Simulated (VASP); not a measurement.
# Sr4AgRu (P6/mmm) in VASP: notebook

The runs below take Sr4AgRu through single point, with PBE.

All numbers are computed with VASP 6.6.1; they aren't measurements. Logs are shortened: lines on timing, memory, paths and dates and some standing lists are left out, and cuts for length are marked.

### 1 The cell of the first run

Symmetry: P6/mmm, No. 191, hexagonal system. The conventional cell has a = 5.508 Å, b = 5.508 Å, c = 6.959 Å, α = 90.00°, β = 90.00°, γ = 120.00°. Sr (site symmetry 3m) has 5 Sr at 3.18 to 3.66 Å and 3 Ru at 3.58 Å and 3 Ag at 3.67 Å within 4.2 Å. Within 4.6 Å of Ag (site symmetry 6/mmm) lie 2 Ru at 3.48 Å and 12 Sr at 3.67 Å. Ru (site symmetry 6/mmm) has 2 Ag at 3.48 Å and 12 Sr at 3.58 Å within 4.6 Å.

The cell was generated, and may not be a known phase.

### 2 Single point, PBE

File INCAR:

```
PREC = Accurate ; ENCUT = 520
EDIFF = 1E-7 ; ISMEAR = 0
SIGMA = 0.1 ; LREAL = F
LASPH = T ; NELM = 60
ALGO = Fast ; ISIF = 2
LWAVE = F ; LCHARG = F
GGA = PE ; NBANDS = 42
```

File KPOINTS:

```
regular mesh
0
Gamma
  6 6 2
```

File POSCAR:

```
Sr4AgRu
1.0
    5.5079426470     -0.0000000032      0.0000000000
   -2.7539713207      4.7700182565      0.0000000000
    0.0000000000      0.0000000000      6.9588357115
Sr Ag Ru
4 1 1
Direct
    0.3333333333      0.6666666667      0.7633322565
    0.3333333333      0.6666666667      0.2366677435
    0.6666666667      0.3333333333      0.2366677435
    0.6666666667      0.3333333333      0.7633322565
    0.0000000000      0.0000000000      0.5000000000
    0.0000000000      0.0000000000      0.0000000000
```

Potentials or basis: VASP PAW PBE potentials, release 64 (Sr_sv, Ag, Ru_pv).

On the command line:

```console
$ cat potpaw_PBE.64/Sr_sv/POTCAR potpaw_PBE.64/Ag/POTCAR potpaw_PBE.64/Ru_pv/POTCAR > POTCAR
$ mpirun -np 1 vasp_std > vasp.out
```

OUTCAR:

```text
PREC = Accurate
   ENCUT = 520
   EDIFF = 1E-7
   ISMEAR = 0
   LREAL = F
   LASPH = T
   NELM = 60
   ISIF = 2
   GGA = PE

 ion  position               nearest neighbor table
   1  0.333  0.667  0.763-   4 3.18   4 3.18   4 3.18   2 3.29   6 3.58   6 3.58   6 3.58   2 3.66
                             5 3.67   5 3.67   5 3.67   3 4.58   3 4.58   3 4.58   3 4.85   3 4.85
   2  0.333  0.667  0.237-   3 3.18   3 3.18   3 3.18   1 3.29   6 3.58   6 3.58   6 3.58   1 3.66
                             5 3.67   5 3.67   5 3.67   4 4.58   4 4.58   4 4.58   4 4.85   4 4.85
   3  0.667  0.333  0.237-   2 3.18   2 3.18   2 3.18   4 3.29   6 3.58   6 3.58   6 3.58   4 3.66
                             5 3.67   5 3.67   5 3.67   1 4.58   1 4.58   1 4.58   1 4.85   1 4.85
   4  0.667  0.333  0.763-   1 3.18   1 3.18   1 3.18   3 3.29   6 3.58   6 3.58   6 3.58   3 3.66
                             5 3.67   5 3.67   5 3.67   2 4.58   2 4.58   2 4.58   2 4.85   2 4.85
   5  0.000  0.000  0.500-   6 3.48   6 3.48   3 3.67   4 3.67   1 3.67   2 3.67   1 3.67   2 3.67
                             3 3.67   4 3.67   3 3.67   4 3.67   1 3.67   2 3.67
   6  0.000  0.000  0.000-   5 3.48   5 3.48   3 3.58   4 3.58   1 3.58   2 3.58   1 3.58   2 3.58
                             3 3.58   4 3.58   3 3.58   4 3.58   1 3.58   2 3.58

  LATTYP: Found a hexagonal cell.
 ALAT       =     5.5079426470
 C/A-ratio  =     1.2634183319

  Lattice vectors:

 A1 = (   5.5079426470,  -0.0000000032,   0.0000000000)
 A2 = (  -2.7539713207,   4.7700182565,   0.0000000000)
 A3 = (   0.0000000000,   0.0000000000,   6.9588357115)

Analysis of symmetry for initial positions (statically):
=====================================================================
 Subroutine PRICEL returns:
 Original cell was already a primitive cell.

 Routine SETGRP: Setting up the symmetry group for a
 hexagonal supercell.

 Subroutine GETGRP returns: Found 24 space group operations
 (whereof 24 operations were pure point group operations)
 out of a pool of 24 trial point group operations.

The static configuration has the point symmetry D_6h.

Analysis of symmetry for dynamics (positions and initial velocities):
=====================================================================
 Subroutine PRICEL returns:
 Original cell was already a primitive cell.

 Routine SETGRP: Setting up the symmetry group for a
 hexagonal supercell.

 Subroutine GETGRP returns: Found 24 space group operations
 (whereof 24 operations were pure point group operations)
 out of a pool of 24 trial point group operations.

The dynamic configuration has the point symmetry D_6h.

 Subroutine INISYM returns: Found 24 space group operations
 (whereof 24 operations are pure point group operations),
 and found     1 'primitive' translations
[... 100 lines left out ...]
   POTIM  = 0.5000    time-step for ionic-motion
   TEBEG  =    0.0;   TEEND  =   0.0 temperature during run
   PSTRESS=    0.0 pullay stress
   NELECT =      65.0000    total number of electrons
   NUPDOWN=      -1.0000    fix difference up-down
   EMIN   =  10.00;   EMAX   =-10.00  energy-range for DOS
   EFERMI =   0.00;   METHOD = LEGACY
   ISMEAR =     0;   SIGMA  =   0.10  broadening in eV -4-tet -1-fermi 0-gaus
   EFERMI_NEDOS =   21; number of points for ismear=-14 and -15
   IALGO  =     68    algorithm
   IMIX   =      4    mixing-type and parameters
     AMIX     =   0.40;   BMIX     =  1.00
     AMIX_MAG =   1.60;   BMIX_MAG =  1.00
  volume/ion in A,a.u.               =      30.47       205.63
  Fermi-wavevector in a.u.,A,eV,Ry     =   1.159749  2.191607 18.300072  1.345017
  Thomas-Fermi vector in A             =   2.296338
   LORBIT       =      0    0 simple, 1 ext, 2 COOP (PROOUT), +10 PAW based schemes
   GGA     = PE    functional components
   LHFCALC =     F    Hartree Fock is set to
   AEXX    =    0.0000 exact exchange contribution
   IVDW    =     0    specifies the selected vdW correction
   LEPSILON=     F    determine dielectric tensor
   LRPA    =     F    only Hartree local field effects (RPA)
 non-spin polarized calculation
 RMM-DIIS sequential band-by-band and
 Gauss-broadening in eV      SIGMA  =   0.10
  energy-cutoff  :      520.00
  volume of cell :      182.83
 maximum number of plane-waves:      4948
 NGX is ok and might be reduce to    42
   NGX = 21   NGY = 21   NGZ = 25

 number of electron      65.0000001 magnetization

 Free energy of the ion-electron system (eV)
  ---------------------------------------------------
  ext. energy  EPLUGINS =         0.00000000
  ---------------------------------------------------
  free energy    TOTEN  =       -14.99454488 eV

  energy without entropy =      -14.94634969  energy(sigma->0) =      -14.97044728

 E-fermi :   3.8318     XC(G=0):  -9.3829

 val. band max:        3.8299428321   @ k =   0.1667   0.1667   0.0000
 cond. band min:       3.8382256157   @ k =   0.3333   0.1667   0.0000
 fundamental gap:      0.0082827836
 Fermi energy:         3.8318290526

 k-point     1 :       0.0000    0.0000    0.0000
  band No.  band energies     occupation
      1     -37.7067      2.00000
      2     -37.5820      2.00000
      3     -37.5820      2.00000
      4     -32.3465      2.00000
      5     -32.2724      2.00000
      6     -32.1061      2.00000
[... 619 lines left out ...]
     41       6.3090      0.00000
     42       7.3379      0.00000

------------------------ aborting loop because EDIFF is reached ----------------------------------------

  FORCE on cell =-STRESS in cart. coord.  units (eV):
  Direction    XX          YY          ZZ          XY          YZ          ZX
  --------------------------------------------------------------------------------------
  -------------------------------------------------------------------------------------
  Total        0.2159621      0.2159621      0.0450505      0.0000000     -0.0000000      0.0000000
  in kB        1.8925272      1.8925272      0.3947886      0.0000000     -0.0000000      0.0000000
  external PRESSURE =       1.3932810 kB  Pullay stress =       0.0000000 kB

 VOLUME and BASIS-vectors are now :
 -----------------------------------------------------------------------------
  energy-cutoff  :      520.00
  volume of cell :      182.83
      direct lattice vectors                 reciprocal lattice vectors
     5.507942647 -0.000000003  0.000000000     0.181555994  0.104821402  0.000000000
    -2.753971321  4.770018257  0.000000000     0.000000000  0.209642804  0.000000000
     0.000000000  0.000000000  6.958835711     0.000000000  0.000000000  0.143702200

 POSITION                                       TOTAL-FORCE (eV/Angst)
 -----------------------------------------------------------------------------------
      0.00000      3.18001      5.31190         0.000000     -0.000000     -0.037908
      0.00000      3.18001      1.64693         0.000000     -0.000000      0.037908
      2.75397      1.59001      1.64693        -0.000000      0.000000      0.037908
      2.75397      1.59001      5.31190        -0.000000      0.000000     -0.037908
      0.00000      0.00000      3.47942         0.000000      0.000000     -0.000000
      0.00000      0.00000      0.00000         0.000000      0.000000     -0.000000
 -----------------------------------------------------------------------------------
    total drift:                                0.000000      0.000000      0.000000

  FREE ENERGIE OF THE ION-ELECTRON SYSTEM (eV)
  ---------------------------------------------------
  free  energy   TOTEN  =       -14.9945448761 eV

  energy  without entropy=      -14.9463496928  energy(sigma->0) =      -14.97044728
```

OSZICAR:

```text
N       E                     dE             d eps       ncg     rms          rms(c)
DAV:   1     0.478369433939E+03    0.47837E+03   -0.32167E+04  1192   0.142E+03
DAV:   2     0.162219427215E+02   -0.46215E+03   -0.44738E+03  1320   0.361E+02
DAV:   3    -0.144278325517E+02   -0.30650E+02   -0.29939E+02  1800   0.720E+01
[... 17 lines left out ...]
RMM:  21    -0.149945436118E+02   -0.94245E-06   -0.75668E-06  1484   0.453E-03    0.124E-03
RMM:  22    -0.149945442393E+02   -0.62750E-06   -0.47263E-06  1435   0.370E-03    0.377E-04
RMM:  23    -0.149945445093E+02   -0.27001E-06   -0.27769E-06  1210   0.274E-03    0.439E-04
RMM:  24    -0.149945446941E+02   -0.18473E-06   -0.18632E-06  1094   0.231E-03    0.451E-04
RMM:  25    -0.149945448023E+02   -0.10825E-06   -0.11811E-06  1028   0.196E-03    0.288E-04
RMM:  26    -0.149945448761E+02   -0.73841E-07   -0.82740E-07   867   0.171E-03
   1 F= -.14994545E+02 E0= -.14970447E+02  d E =-.481952E-01
```

stdout:

```text
POSCAR found type information on POSCAR SrAgRu
[... 25 lines left out ...]
 num prob  num prob  num prob  num prob  num prob  num prob  num prob  num prob  num prob  num prob  num prob  num prob  num prob  num prob  num prob  num prob  num prob  num prob  num prob  num prob  num prob  num prob  num prob  num prob  num prob  num prob  num prob  num prob  num prob  num prob  num prob  num prob  num prob  num prob  num prob  num prob  num prob  num prob  num prob  num prob  num prob  num prob  num prob  num prob  num prob  num prob  num prob  num prob  num prob  num prob  num prob  num prob  num prob  num prob  num prob  num prob  num prob  num prob  num prob  num prob  num prob  num prob  num prob  num prob  num prob  num prob  num prob  num prob  num prob  num prob  num prob  num prob  num prob  num prob  num prob  num prob  num prob  num prob  num prob RMM:  26    -0.149945448761E+02   -0.73841E-07   -0.82740E-07   867   0.171E-03
```

Wall time 5 min (1 thread of Intel Xeon Platinum 8488C (Sapphire Rapids), shared host); peak memory 0.36 GiB.

Results:

* Free energy: -14.9945 eV
* Pressure: 0.1 GPa
* Largest force: 0.038 eV/Å
* Band gap on the k mesh: zero (an odd number of electrons rules out a gap without spin polarisation)

Forces in eV/Å, atoms in the order of the input:
```
Sr   0.000  0.000 -0.038
Sr   0.000  0.000  0.038
Sr   0.000  0.000  0.038
Sr   0.000  0.000 -0.038
Ag   0.000  0.000  0.000
Ru   0.000  0.000  0.000
```

Stress tensor (GPa, compression positive):
```
0.19 0.00 0.00
0.00 0.19 0.00
0.00 0.00 0.04
```

Caveat: the k points lie up to 0.45 Å⁻¹ apart, too coarse for converged energies and pressures of a metal.

### 3 Single point, PBE

This run uses another cell than the first one, of 31.35 Å³/atom.

File INCAR:

```
ALGO = Fast
EDIFF = 1E-7
ENCUT = 520
GGA = PE
ISIF = 2
ISMEAR = 0
LASPH = True
LCHARG = False
LREAL = False
LWAVE = False
NBANDS = 42
NELM = 80
PREC = Accurate
SIGMA = 0.1
```

File KPOINTS:

```
k-points
0
Gamma
  6 6 2
```

File POSCAR:

```
Sr4AgRu
1.0
    4.9403683100      0.0000000000      0.0000000000
   -2.4701841500      4.2784844600      0.0000000000
    0.0000000000      0.0000000000      8.8986277400
Sr Ag Ru
4 1 1
Direct
    0.3333333300      0.6666666700      0.8104009200
    0.3333333300      0.6666666700      0.1895990800
    0.6666666700      0.3333333300      0.1895990800
    0.6666666700      0.3333333300      0.8104009200
    0.0000000000      0.0000000000      0.5000000000
    0.0000000000      0.0000000000      0.0000000000
```

Potentials or basis: VASP PAW PBE potentials, release 64 (Sr_sv, Ag, Ru_pv).

On the command line:

```console
$ cat potpaw_PBE.64/Sr_sv/POTCAR potpaw_PBE.64/Ag/POTCAR potpaw_PBE.64/Ru_pv/POTCAR > POTCAR
$ mpirun -np 1 vasp_std > vasp.out
```

Run time: 7 min. Hardware: 1 thread of Intel Xeon Platinum 8488C (Sapphire Rapids), shared host; peak memory 0.39 GiB.

It converged, with:

| Item | Value |
| --- | --- |
| Free energy | -12.8496 eV |
| Pressure | 3.5 GPa |
| Largest force | 0.453 eV/Å |
| Band gap on the k mesh | zero (an odd number of electrons rules out a gap without spin polarisation) |

Forces in eV/Å, atoms in the order of the input:
```
Sr   0.000  0.000 -0.453
Sr   0.000  0.000  0.453
Sr   0.000  0.000  0.453
Sr   0.000  0.000 -0.453
Ag   0.000  0.000  0.000
Ru   0.000  0.000  0.000
```

Stress tensor (GPa, compression positive):
```
 7.36  0.00  0.00
 0.00  7.36  0.00
 0.00  0.00 -4.19
```

Levels at points of the mesh, in eV from the Fermi level:
```
           k point  band 29  band 30  band 31  band 32  band 33  band 34  band 35  band 36
(0.00, 0.00, 0.00)    -1.53    -1.11    -1.02    -1.02     1.31     1.31     2.00     2.17
(0.50, 0.00, 0.00)    -1.05    -1.01    -0.73    -0.48    -0.30    -0.30     0.44     1.17
(0.00, 0.00, 0.50)    -1.28    -1.03    -1.03    -0.14     1.40     1.40     1.50     2.06
(0.50, 0.00, 0.50)    -1.01    -0.88    -0.73    -0.63    -0.24    -0.11     0.46     1.00
```

Caveat: the stress differs along the axes, from -4 to 7 GPa.

(Continued in part 2 of 2.)

The gap in the log of VASP goes by the Fermi energy; the results here count the filled bands.